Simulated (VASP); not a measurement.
# Si (P6_3/mmc) in VASP: notebook

Si is run at these levels: LDA; tasks: single point.

Everything below comes from runs of VASP 6.6.1. Logs are shortened: lines on timing, memory, paths and dates and some standing lists are left out, and cuts for length are marked.

## Step 1: The cell of the first run

Symmetry: P6_3/mmc, No. 194, hexagonal system. The conventional cell has a = 2.532 Å, b = 2.532 Å, c = 4.281 Å, α = 90.00°, β = 90.00°, γ = 120.00°. Within 3.3 Å of Si (site symmetry -6m2) lie 12 Si at 2.53 to 2.59 Å.

This isn't the form of Si at room conditions, which is diamond.

## Step 2: Single point, LDA (strain -0.050 along x and y, -0.050 along z)

Contents of INCAR:

```
PREC     = Accurate       # precision mode
ENCUT    = 520            # plane-wave cutoff, eV
EDIFF    = 1E-6           # SCF threshold, eV
ISMEAR   = 0              # smearing method
SIGMA    = 0.15           # smearing width, eV
LREAL    = F              # projectors in reciprocal space
LASPH    = T              # aspherical terms in the spheres
NELM     = 100            # most SCF steps
ALGO     = Normal         # electronic algorithm
ISIF     = 2              # what is computed and relaxed
LWAVE    = F              # write WAVECAR
LCHARG   = T              # write CHGCAR
LELF     = T              # ELF
LVHAR    = T            
NBANDS   = 11             # bands
```

Contents of KPOINTS:

```
regular mesh
0
Gamma
  24 24 10
```

Contents of POSCAR:

```
Si
1.0
    2.5322986339      0.0000000000      0.0000000000
   -1.2661493170      2.1930349470      0.0000000000
    0.0000000000      0.0000000000      4.2809558065
Si
2
Direct
    0.3333333333      0.6666666667      0.2500000000
    0.6666666667      0.3333333333      0.7500000000
```

Potentials or basis: VASP PAW LDA potentials, release 64 (Si).

Launch:

```
cat potpaw_LDA.64/Si/POTCAR > POTCAR
mpirun -np 1 vasp_std > vasp.out
```

OUTCAR:

```text
PREC = Accurate
   ENCUT = 520
   EDIFF = 1E-6
   ISMEAR = 0
   LREAL = F
   LASPH = T
   NELM = 100
   ISIF = 2

 ion  position               nearest neighbor table
   1  0.333  0.667  0.250-   2 2.59   2 2.59   2 2.59   2 2.59   2 2.59   2 2.59
   2  0.667  0.333  0.750-   1 2.59   1 2.59   1 2.59   1 2.59   1 2.59   1 2.59

  LATTYP: Found a hexagonal cell.
 ALAT       =     2.5322986339
 C/A-ratio  =     1.6905414508

  Lattice vectors:

 A1 = (   2.5322986339,   0.0000000000,   0.0000000000)
 A2 = (  -1.2661493170,   2.1930349470,   0.0000000000)
 A3 = (   0.0000000000,   0.0000000000,   4.2809558065)

Analysis of symmetry for initial positions (statically):
=====================================================================
 Subroutine PRICEL returns:
 Original cell was already a primitive cell.

 Routine SETGRP: Setting up the symmetry group for a
 hexagonal supercell.

 Subroutine GETGRP returns: Found 24 space group operations
 (whereof 12 operations were pure point group operations)
 out of a pool of 24 trial point group operations.

The static configuration has the point symmetry D_3d.
 The point group associated with its full space group is D_6h.

Analysis of symmetry for dynamics (positions and initial velocities):
=====================================================================
 Subroutine PRICEL returns:
 Original cell was already a primitive cell.

 Routine SETGRP: Setting up the symmetry group for a
 hexagonal supercell.

 Subroutine GETGRP returns: Found 24 space group operations
 (whereof 12 operations were pure point group operations)
 out of a pool of 24 trial point group operations.

The dynamic configuration has the point symmetry D_3d.
 The point group associated with its full space group is D_6h.

 Subroutine INISYM returns: Found 24 space group operations
 (whereof 12 operations are pure point group operations),
 and found     1 'primitive' translations

----------------------------------------------------------------------------------------

                                     Primitive cell

  volume of cell :      23.7739

  direct lattice vectors                    reciprocal lattice vectors
     2.532298634  0.000000000  0.000000000     0.394898132  0.227994543  0.000000000
    -1.266149317  2.193034947  0.000000000     0.000000000  0.455989086  0.000000000
     0.000000000  0.000000000  4.280955806     0.000000000  0.000000000  0.233592694

  length of vectors
     2.532298634  2.532298634  4.280955806     0.455989086  0.455989086  0.233592694

  position of ions in fractional coordinates (direct lattice)
     0.333333333  0.666666667  0.250000000
     0.666666667  0.333333333  0.750000000

  ion indices of the primitive-cell ions
   primitive index   ion index
                 1           1
                 2           2

----------------------------------------------------------------------------------------

 KPOINTS: regular mesh

Automatic generation of k-mesh.
 Grid dimensions read from file:
 generate k-points for:   24   24   10

 Generating k-lattice:

  Cartesian coordinates                     Fractional coordinates (reciprocal lattice)
     0.016454089  0.009499773  0.000000000     0.041666667  0.000000000  0.000000000
     0.000000000  0.018999545  0.000000000     0.000000000  0.041666667  0.000000000
     0.000000000  0.000000000  0.023359269     0.000000000  0.000000000  0.100000000

  Length of vectors
     0.018999545  0.018999545  0.023359269

  Shift w.r.t. Gamma in fractional coordinates (k-lattice)
     0.000000000  0.000000000  0.000000000

 Subroutine IBZKPT returns following result:
 ===========================================

 Found    366 irreducible k-points:

 Following reciprocal coordinates:
            Coordinates               Weight
  0.000000  0.000000  0.000000      1.000000
  0.041667  0.000000  0.000000      6.000000
  0.083333  0.000000  0.000000      6.000000
  0.125000  0.000000  0.000000      6.000000
  0.166667  0.000000  0.000000      6.000000
  0.208333  0.000000  0.000000      6.000000
[... 16 lines left out ...]
  0.416667  0.041667  0.000000     12.000000
  0.458333  0.041667  0.000000     12.000000
 [... further k-points ...]
   k-points           NKPTS =    366   k-points in BZ     NKDIM =    366   number of bands    NBANDS=     11
   number of dos      NEDOS =    301   number of ions     NIONS =      2
   total plane-waves  NPLWV =  12800
   dimension x,y,z NGX =    20 NGY =   20 NGZ =   32
   dimension x,y,z NGXF=    40 NGYF=   40 NGZF=   64
   ions per type =               2
   NGX,Y,Z   is equivalent  to a cutoff of  13.13, 13.13, 12.43 a.u.
   NGXF,Y,Z  is equivalent  to a cutoff of  26.26, 26.26, 24.85 a.u.
 SYSTEM =  unknown system
   PREC   = accura    normal or accurate (medium, high low for compatibility)
   ISTART =      0    job   : 0-new  1-cont  2-samecut
   ICHARG =      2    charge: 1-file 2-atom 10-const
   ISPIN  =      1    spin polarized calculation?
   LNONCOLLINEAR =      F non collinear calculations
   LSORBIT =      F    spin-orbit coupling
   LASPH  =      T    aspherical Exc in radial PAW
   ENCUT  =  520.0 eV  38.22 Ry    6.18 a.u.   4.71  4.71  7.96*2*pi/ulx,y,z
   NELM   =    100;   NELMIN=  2; NELMDL= -5     # of ELM steps
   EDIFF  = 0.1E-05   stopping-criterion for ELM
   LREAL  =      F    real-space projection
   EDIFFG = 0.1E-04   stopping-criterion for IOM
   NSW    =      0    number of steps for IOM
   IBRION =     -1    ionic relax: 0-MD 1-quasi-New 2-CG
   NFREE  =      0    steps in history (QN), initial steepest desc. (CG)
   ISIF   =      2    stress and relaxation
   ISYM   =      2    0-nonsym 1-usesym 2-fastsym
   POTIM  = 0.5000    time-step for ionic-motion
   TEBEG  =    0.0;   TEEND  =   0.0 temperature during run
   PSTRESS=    0.0 pullay stress
   NELECT =       8.0000    total number of electrons
   NUPDOWN=      -1.0000    fix difference up-down
   EMIN   =  10.00;   EMAX   =-10.00  energy-range for DOS
   EFERMI =   0.00;   METHOD = LEGACY
   ISMEAR =     0;   SIGMA  =   0.15  broadening in eV -4-tet -1-fermi 0-gaus
   EFERMI_NEDOS =   21; number of points for ismear=-14 and -15
   IALGO  =     38    algorithm
   IMIX   =      4    mixing-type and parameters
     AMIX     =   0.40;   BMIX     =  1.00
     AMIX_MAG =   1.60;   BMIX_MAG =  1.00
  volume/ion in A,a.u.               =      11.89        80.22
  Fermi-wavevector in a.u.,A,eV,Ry     =   1.138687  2.151807 17.641429  1.296608
  Thomas-Fermi vector in A             =   2.275391
   LORBIT       =      0    0 simple, 1 ext, 2 COOP (PROOUT), +10 PAW based schemes
   GGA     = CA    functional components
   LHFCALC =     F    Hartree Fock is set to
   AEXX    =    0.0000 exact exchange contribution
   IVDW    =     0    specifies the selected vdW correction
   LEPSILON=     F    determine dielectric tensor
   LRPA    =     F    only Hartree local field effects (RPA)
 non-spin polarized calculation
 Gauss-broadening in eV      SIGMA  =   0.15
  energy-cutoff  :      520.00
  volume of cell :       23.77
 maximum number of plane-waves:       652
 NGX is ok and might be reduce to    20
   NGX =  9   NGY =  9   NGZ = 15

 number of electron       8.0000001 magnetization

 Free energy of the ion-electron system (eV)
  ---------------------------------------------------
  ext. energy  EPLUGINS =         0.00000000
  ---------------------------------------------------
  free energy    TOTEN  =       -10.87899678 eV

  energy without entropy =      -10.87120251  energy(sigma->0) =      -10.87509964

 E-fermi :  12.9466     XC(G=0): -12.0742

 val. band max:       12.9457479086   @ k =   0.2500   0.0417   0.4000
 cond. band min:      12.9593282774   @ k =   0.4167   0.1667   0.4000
 fundamental gap:      0.0135803688
 Fermi energy:        12.9466297516

 k-point     1 :       0.0000    0.0000    0.0000
  band No.  band energies     occupation
      1      -3.3750      2.00000
      2       4.2095      2.00000
      3       4.5381      2.00000
      4      23.2533      0.00000
      5      23.2533      0.00000
      6      24.1274      0.00000
      7      24.1274      0.00000
      8      24.5045      0.00000
      9      25.5661      0.00000
     10      27.9523      0.00000
     11      29.0828      0.00000

 k-point     2 :       0.0417    0.0000    0.0000
  band No.  band energies     occupation
      1      -3.3227      2.00000
      2       4.2606      2.00000
      3       4.5872      2.00000
      4      22.1227      0.00000
      5      22.5754      0.00000
      6      23.8740      0.00000
      7      24.8932      0.00000
      8      25.2003      0.00000
      9      25.5584      0.00000
     10      27.8309      0.00000
     11      28.1750      0.00000

 k-point     3 :       0.0833    0.0000    0.0000
  band No.  band energies     occupation
      1      -3.1658      2.00000
      2       4.4135      2.00000
      3       4.7345      2.00000
      4      20.3269      0.00000
      5      21.6771      0.00000
      6      23.4011      0.00000
      7      25.4720      0.00000
      8      25.5289      0.00000
      9      26.0457      0.00000
     10      26.6553      0.00000
     11      27.3371      0.00000
[... 267 lines left out ...]
 k-point    23 :       0.4167    0.0417    0.0000
  band No.  band energies     occupation
      1       2.3349      2.00000
      2       5.9244      2.00000
      3       9.8472      2.00000
      4       9.9012      2.00000
      5      13.3069      0.00068
      6      13.7095      0.00000
      7      16.5125      0.00000
      8      20.5076      0.00000
      9      22.8162      0.00000
     10      24.0622      0.00000
     11      26.9198      0.00000

 k-point    24 :       0.4583    0.0417    0.0000
  band No.  band energies     occupation
      1       3.4292      2.00000
      2       4.6686      2.00000
      3      10.7877      2.00000
      4      10.7920      2.00000
      5      12.1803      2.00000
      6      12.6326      1.99693
      7      16.4126      0.00000
      8      20.4157      0.00000
      9      22.7369      0.00000
     10      23.9638      0.00000
     11      26.8725      0.00000

 [... further k-points ...]

------------------------ aborting loop because EDIFF is reached ----------------------------------------

  FORCE on cell =-STRESS in cart. coord.  units (eV):
  Direction    XX          YY          ZZ          XY          YZ          ZX
  --------------------------------------------------------------------------------------
  -------------------------------------------------------------------------------------
  Total        2.8746915      2.8746915      3.1308739     -0.0000000     -0.0000000     -0.0000000
  in kB      193.7316650    193.7316650    210.9963493     -0.0000000     -0.0000000     -0.0000000
  external PRESSURE =     199.4865597 kB  Pullay stress =       0.0000000 kB

 VOLUME and BASIS-vectors are now :
 -----------------------------------------------------------------------------
  energy-cutoff  :      520.00
  volume of cell :       23.77
      direct lattice vectors                 reciprocal lattice vectors
     2.532298634  0.000000000  0.000000000     0.394898132  0.227994543  0.000000000
    -1.266149317  2.193034947  0.000000000     0.000000000  0.455989086  0.000000000
     0.000000000  0.000000000  4.280955806     0.000000000  0.000000000  0.233592694

 POSITION                                       TOTAL-FORCE (eV/Angst)
 -----------------------------------------------------------------------------------
     -0.00000      1.46202      1.07024         0.000000      0.000000      0.000000
      1.26615      0.73101      3.21072        -0.000000     -0.000000      0.000000
 -----------------------------------------------------------------------------------
    total drift:                                0.000000     -0.000000      0.000000

  FREE ENERGIE OF THE ION-ELECTRON SYSTEM (eV)
  ---------------------------------------------------
  free  energy   TOTEN  =       -10.8789967774 eV

  energy  without entropy=      -10.8712025099  energy(sigma->0) =      -10.87509964
```

Wall time 21 s (1 thread of Intel Xeon 6975P-C (Granite Rapids), shared host); peak memory 0.17 GiB.

Results:

* Free energy: -10.8790 eV
* Pressure: 19.9 GPa
* Band gap on the k mesh: zero (bands 4 and 5 overlap by 14.31 eV)

Stress tensor (GPa, compression positive):
```
19.37  0.00  0.00
 0.00 19.37  0.00
 0.00  0.00 21.10
```

Caveat: the cell differs from its parent crystal (strain -0.050 along x and y, -0.050 along z); the cell stands under pressure.

[end of part 1 of 2]
